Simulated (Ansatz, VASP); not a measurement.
Rb3Sn in VASP and in Ansatz

INCAR

```
ALGO     = Normal         # electronic algorithm
EDIFF    = 1E-7           # SCF threshold, eV
ENCUT    = 520            # plane-wave cutoff, eV
GGA      = PE             # functional
ISIF     = 2              # what is computed and relaxed
ISMEAR   = -1             # smearing method
LASPH    = T              # aspherical terms in the spheres
LCHARG   = F              # write CHGCAR
LREAL    = F              # projectors in reciprocal space
LWAVE    = F              # write WAVECAR
NBANDS   = 28             # bands
NELM     = 60             # most SCF steps
PREC     = Accurate       # precision mode
SIGMA    = 0.05           # smearing width, eV
```

KPOINTS

```
k-points
0
Gamma
  5 5 5
```

File POSCAR:

```
Rb3Sn
1.0
    0.0000000000      4.6894364488      4.6894364488
    4.6894364488      0.0000000000      4.6894364488
    4.6894364488      4.6894364488      0.0000000000
Sn Rb
1 3
Direct
    0.0000000000      0.0000000000      0.0000000000
    0.5000000000      0.5000000000      0.5000000000
    0.7500000000      0.7500000000      0.7500000000
    0.2500000000      0.2500000000      0.2500000000
```

File input.yaml:

```yaml
crystal:
  lattice:
    - [0.0, 4.6894364488, 4.6894364488]
    - [4.6894364488, 0.0, 4.6894364488]
    - [4.6894364488, 4.6894364488, 0.0]
  atoms:
    - { symbol: Sn, position: [0.0, 0.0, 0.0] }
    - { symbol: Rb, position: [0.5, 0.5, 0.5] }
    - { symbol: Rb, position: [0.75, 0.75, 0.75] }
    - { symbol: Rb, position: [0.25, 0.25, 0.25] }
hamiltonian:
  xc: pbe
  pseudopotentials: { kind: paw }
kpoints:
  mp_grid: { grid: [5, 5, 5] }
scf:
  occupations: { method: fermi_dirac, width: 0.05 }
output:
  forces: true
  stress: true
  eigenvalues: true
  write_density: true
  write_potential: true
  elf: true
  volumetric_format: npy
```

Alike in both runs: task single point; functional PBE; k mesh 5 × 5 × 5; occupations fermi-dirac, width 0.05 eV; no spin polarisation.

|  | VASP | Ansatz |
| --- | --- | --- |
| version | VASP 6.6.1 | Ansatz 0.2.0 |
| potentials or method | VASP PAW PBE potentials, release 64 (Sn_d, Rb_sv) | Ansatz PAW |
| plane-wave cutoff (eV) | 520 | 420 |
| valence electrons in the cell | 41 | 41 |

|  | VASP | Ansatz | Ansatz less VASP |
| --- | --- | --- | --- |
| gap on the k mesh at the Fermi level (eV) | none | none | - |
| pressure (GPa) | -0.1 | -0.1 | 0.00 |

A gap of «none» marks a metal or a gap that the smearing closes. With one functional, cell and mesh, what is left measures potentials, basis and numerics.
